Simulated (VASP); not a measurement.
Wanted: the native input for a VASP 6.6.1 run.

| Property | Result |
| --- | --- |
| Task | single point |
| Functional | HSE06 |
| Potentials or basis | VASP PAW PBE potentials, release 64 (In_d, Sb_d_GW) |
| Cutoff | 400 eV |
| k mesh | 4 × 4 × 4 |
| Occupations | fermi-dirac, width 0.02 eV |
| Spin | no spin polarisation |
| Dipole correction | no |
| Grid for exact exchange (PRECFOCK) | Normal |
| Further INCAR settings | ALGO = Normal; EDIFF = 1e-06; NBANDS = 21 |
| Share of exact exchange | 0.25 |
| Screening parameter | 0.2079 1/Å |

InSb:

```
In Sb
1.0
     0.00000    3.38741    3.27951
     3.38741    0.00000    3.27951
     3.38741    3.38741    0.00000
In Sb
1 1
Direct
  0.00000 0.00000 0.00000
  0.25000 0.25000 0.25000
```

This cell differs from its parent crystal: biaxial xy strain +3.3%.

The input as run:

POSCAR

```
InSb
1.0
    0.0000000000      3.3874089927      3.2795130145
    3.3874089927      0.0000000000      3.2795130145
    3.3874089927      3.3874089927      0.0000000000
In Sb
1 1
Direct
    0.0000000000      0.0000000000      0.0000000000
    0.2500000000      0.2500000000      0.2500000000
```

INCAR.step1

```
ALGO = Normal ; EDIFF = 1E-5
ENCUT = 400 ; GGA = PE
GGA_COMPAT = F ; ISIF = 2
ISMEAR = -1 ; LASPH = T
LCHARG = F ; LREAL = F
LWAVE = T ; NBANDS = 21
NELM = 120 ; PREC = Accurate
SIGMA = 0.02
```

INCAR.step2

```
ALGO = Normal ; EDIFF = 1E-6
ENCUT = 400 ; GGA = PE
GGA_COMPAT = F ; HFSCREEN = 0.2079
ISIF = 2 ; ISMEAR = -1
ISTART = 1 ; LASPH = T
LCHARG = F ; LHFCALC = T
LREAL = F ; LWAVE = F
NBANDS = 21 ; NELM = 120
PREC = Accurate ; PRECFOCK = Normal
SIGMA = 0.02
```

KPOINTS

```
k-points
0
Gamma
  4 4 4
```

Potentials or basis: VASP PAW PBE potentials, release 64 (In_d, Sb_d_GW).

Run with:

```console
$ cat potpaw_PBE.64/In_d/POTCAR potpaw_PBE.64/Sb_d_GW/POTCAR > POTCAR
$ cp INCAR.step1 INCAR
$ mpirun -np 1 vasp_std > vasp.out
$ cp INCAR.step2 INCAR
$ mpirun -np 1 vasp_std > vasp.out
```

Results of the run:

```
Pressure               : -2.5 GPa
Band gap on the k mesh : 0.20 eV
```

Caveat: the cell differs from its parent crystal (biaxial xy strain +3.3%); the PAW data sets were made with another functional, which shifts forces and pressure a little; spin-orbit coupling is left out, which moves the levels of the heavy elements.

Wall time 23 min on 1 thread of Intel(R) Xeon(R) Platinum 8259CL CPU @ 2.50GHz (Skylake/Cascade Lake), with other jobs on the host, peak memory 0.31 GiB.
